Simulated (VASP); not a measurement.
Set up this calculation in VASP 6.6.1, as the native input.

* Task: single point
* Functional: r2SCAN
* Potentials or basis: VASP PAW PBE potentials, release 64 (Ta_pv)
* Cutoff: 520 eV
* k mesh: 18 × 18 × 10
* Occupations: gaussian, width 0.15 eV
* Spin: no spin polarisation
* Dipole correction: no
* Further INCAR settings: ALGO = Normal; EDIFF = 1e-06; NBANDS = 18

Ta:

```
CELL_PARAMETERS angstrom
2.90037 0.00000 0.00000
-1.45019 2.51180 0.00000
0.00000 0.00000 5.34709
ATOMIC_POSITIONS crystal
Ta 0.66667 0.33333 0.75000
Ta 0.33333 0.66667 0.25000
```

This cell differs from its parent crystal: strain +0.0350 x Voigt [0, 0, 1, 0, 0, 0].

The input as run:

POSCAR

```
Ta
1.0
    2.9003720726      0.0000000000      0.0000000000
   -1.4501860363      2.5117958953      0.0000000000
    0.0000000000      0.0000000000      5.3470935900
Ta
2
Direct
    0.6666666667      0.3333333333      0.7500000000
    0.3333333333      0.6666666667      0.2500000000
```

INCAR.step1

```
PREC     = Accurate       # precision mode
ENCUT    = 520            # plane-wave cutoff, eV
ISMEAR   = 0              # smearing method
SIGMA    = 0.15           # smearing width, eV
LREAL    = False          # projectors in reciprocal space
LASPH    = True           # aspherical terms in the spheres
NELM     = 100            # most SCF steps
NBANDS   = 18             # bands
GGA      = PE             # functional
ALGO     = Normal         # electronic algorithm
EDIFF    = 1E-4           # SCF threshold, eV
LWAVE    = True           # write WAVECAR
LCHARG   = False          # write CHGCAR
```

INCAR.step2

```
PREC     = Accurate       # precision mode
ENCUT    = 520            # plane-wave cutoff, eV
EDIFF    = 1E-6           # SCF threshold, eV
ISMEAR   = 0              # smearing method
SIGMA    = 0.15           # smearing width, eV
LREAL    = False          # projectors in reciprocal space
LASPH    = True           # aspherical terms in the spheres
NELM     = 100            # most SCF steps
ALGO     = Normal         # electronic algorithm
ISIF     = 2              # what is computed and relaxed
LWAVE    = False          # write WAVECAR
LCHARG   = False          # write CHGCAR
METAGGA  = R2SCAN         # meta-GGA
LMIXTAU  = True         
NBANDS   = 18             # bands
ISTART   = 1
```

KPOINTS

```
regular mesh
0
Gamma
  18 18 10
```

Potentials or basis: VASP PAW PBE potentials, release 64 (Ta_pv).

Run with:

```console
$ cat potpaw_PBE.64/Ta_pv/POTCAR > POTCAR
$ cp INCAR.step1 INCAR
$ mpirun -np 1 vasp_std > vasp.out
$ cp INCAR.step2 INCAR
$ mpirun -np 1 vasp_std > vasp.out
```

Results of the run:

```json
{
  "Pressure": "-8.3 GPa",
  "Band gap on the k mesh": "zero (band 11 reaches 6.52 eV, above the bottom of band 12 at 4.39 eV)"
}
```

Caveat: the cell differs from its parent crystal (strain +0.0350 x Voigt [0, 0, 1, 0, 0, 0]); the PAW data sets were made with another functional, which shifts forces and pressure a little; spin-orbit coupling is left out, which moves the levels of the heavy elements.

It took 7.6 min on 1 thread of Intel Xeon 8259CL, with other jobs on the host, peak memory 0.27 GiB.
